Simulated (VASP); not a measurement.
Here is a VASP 6.6.1 calculation.

File INCAR:

```
SYSTEM = Ir
PREC     = Accurate       ! precision mode
ENCUT    = 600            ! plane-wave cutoff, eV
EDIFF    = 1E-6           ! SCF threshold, eV
ISMEAR   = -1             ! smearing method
SIGMA    = 0.08           ! smearing width, eV
LREAL    = .FALSE.        ! projectors in reciprocal space
LASPH    = .TRUE.         ! aspherical terms in the spheres
NELM     = 100            ! most SCF steps
ALGO     = Normal         ! electronic algorithm
ISIF     = 3              ! what is computed and relaxed
LWAVE    = .FALSE.        ! write WAVECAR
LCHARG   = .FALSE.        ! write CHGCAR
GGA      = PE             ! functional
IBRION   = 2              ! ionic algorithm
NSW      = 100            ! ionic steps
EDIFFG   = -0.005         ! ionic threshold
```

KPOINTS

```
regular mesh
0
G
  19 19 19
  0 0 0
```

The input POSCAR:

```
Ir
1.0
   -1.4732965170      1.4732965170      1.4732965170
    1.4732965170     -1.4732965170      1.4732965170
    1.4732965170      1.4732965170     -1.4732965170
Ir
1
Direct
    0.0000000000      0.0000000000      0.0000000000
```

Potentials or basis: VASP PAW PBE potentials, release 64 (Ir).

Launch:

```bash
$ cat potpaw_PBE.64/Ir/POTCAR > POTCAR
$ mpirun -np 1 vasp_std > vasp.out
```

(1) Estimate the relaxed cell.

(2) Predict the band gap on the k mesh.

(3) Estimate the space group after relaxing (to 0.1 Å).

## Answers

(1) a = 2.696 Å, b = 2.696 Å, c = 2.696 Å, α = 109.47°, β = 109.47°, γ = 109.47°.

(2) zero (an odd number of electrons rules out a gap without spin polarisation).

(3) Im-3m (No. 229).

Caveat: spin-orbit coupling is left out, which moves the levels of the heavy elements.
